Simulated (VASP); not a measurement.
A run of VASP 6.6.1:

File INCAR:

```
PREC     = Accurate       # precision mode
ENCUT    = 520            # plane-wave cutoff, eV
EDIFF    = 1E-7           # SCF threshold, eV
ISMEAR   = 0              # smearing method
SIGMA    = 0.01           # smearing width, eV
LREAL    = False          # projectors in reciprocal space
LASPH    = True           # aspherical terms in the spheres
NELM     = 80             # most SCF steps
ALGO     = Normal         # electronic algorithm
ISIF     = 2              # what is computed and relaxed
LWAVE    = False          # write WAVECAR
LCHARG   = False          # write CHGCAR
GGA      = PS             # functional
NBANDS   = 14             # bands
```

File KPOINTS:

```
Automatic mesh
0
Gamma
  8 8 8
```

Contents of POSCAR:

```
NaCl
1.0
    2.7729429712      2.7729429712      0.0000000000
   -2.7729429712      2.7729429712      0.0000000000
    0.0000000000      2.7729429712      2.8155149406
Na Cl
1 1
Direct
    0.0000000000      0.0000000000      0.0000000000
    0.5000000000      0.5000000000      0.0000000000
```

Potentials or basis: VASP PAW PBE potentials, release 64 (Na_pv, Cl).

Run with:

```bash
$ cat potpaw_PBE.64/Na_pv/POTCAR potpaw_PBE.64/Cl/POTCAR > POTCAR
$ mpirun -np 1 vasp_std > vasp.out
```

Hardware: 1 thread of Intel Xeon 8259CL, on a shared host.

Question: Estimate the wall time of this run.

Answer: It took 45 s on 1 thread of Intel Xeon 8259CL, with other jobs on the host, peak memory 0.18 GiB. Counts: scf iterations 14, k points 59.
